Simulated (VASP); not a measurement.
Input of a VASP 6.6.1 run:

File INCAR:

```
SYSTEM = Te
  ALGO = Normal
  EDIFF = 1E-8
  ENCUT = 520
  GGA = PE
  ISIF = 2
  ISMEAR = -1
  LASPH = .True.
  LCHARG = .False.
  LEFG = .True.
  LREAL = .False.
  LWAVE = .False.
  NBANDS = 16
  NELM = 60
  PREC = Accurate
  SIGMA = 0.05
```

KPOINTS

```
k-points
0
Gamma
  9 9 6
  0 0 0
```

The input POSCAR:

```
Te
1.0
    4.6013525159      0.0000000000      0.0000000000
   -2.3006762580      3.9848881706      0.0000000000
    0.0000000000      0.0000000000      5.9000620010
Te
3
Direct
    0.2566971700      0.0000000000      0.3333333333
    0.0000000000      0.2566971700      0.6666666667
    0.7433028300      0.7433028300      0.0000000000
```

Potentials or basis: VASP PAW PBE potentials, release 64 (Te).

Launch:

```bash
$ cat potpaw_PBE.64/Te/POTCAR > POTCAR
$ mpirun -np 1 vasp_std > vasp.out
```

(1) Predict the band gap on the k mesh.

(2) Predict the largest force.

(3) Estimate the pressure.

Answers

(1) 0.35 eV, direct.

(2) 0.218 eV/Å.

(3) 0.6 GPa.

Caveat: without QUAD_EFG the Cq values of the log hold for a quadrupole moment of 1 mb, not for the nuclei; spin-orbit coupling is left out, which moves the levels of the heavy elements.
